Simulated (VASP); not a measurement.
Input of a VASP 6.6.1 run:

Contents of INCAR:

```
PREC     = Accurate       # precision mode
ENCUT    = 520            # plane-wave cutoff, eV
EDIFF    = 1E-6           # SCF threshold, eV
ISMEAR   = -1             # smearing method
SIGMA    = 0.1            # smearing width, eV
LREAL    = F              # projectors in reciprocal space
LASPH    = T              # aspherical terms in the spheres
NELM     = 80             # most SCF steps
ALGO     = Normal         # electronic algorithm
ISIF     = 2              # what is computed and relaxed
LWAVE    = F              # write WAVECAR
LCHARG   = F              # write CHGCAR
NBANDS   = 16             # bands
```

The input KPOINTS:

```
Automatic mesh
0
Gamma
  16 16 16
```

POSCAR

```
Ir
1.0
    0.0000000000      2.7385611881      2.7385611881
    2.7385611881      0.0000000000      2.7385611881
    2.7385611881      2.7385611881      0.0000000000
Ir
2
Direct
    0.1250000000      0.1250000000      0.1250000000
    0.8750000000      0.8750000000      0.8750000000
```

Potentials or basis: VASP PAW LDA potentials, release 64 (Ir).

Command:

```bash
$ cat potpaw_LDA.64/Ir/POTCAR > POTCAR
$ mpirun -np 1 vasp_std > vasp.out
```

Task: What does it give for the pressure?

Result: 0.2 GPa.

Task: Estimate the band gap on the k mesh.

Result: Zero (band 9 reaches 6.75 eV, above the bottom of band 10 at 4.94 eV).

Caveat: spin-orbit coupling is left out, which moves the levels of the heavy elements.
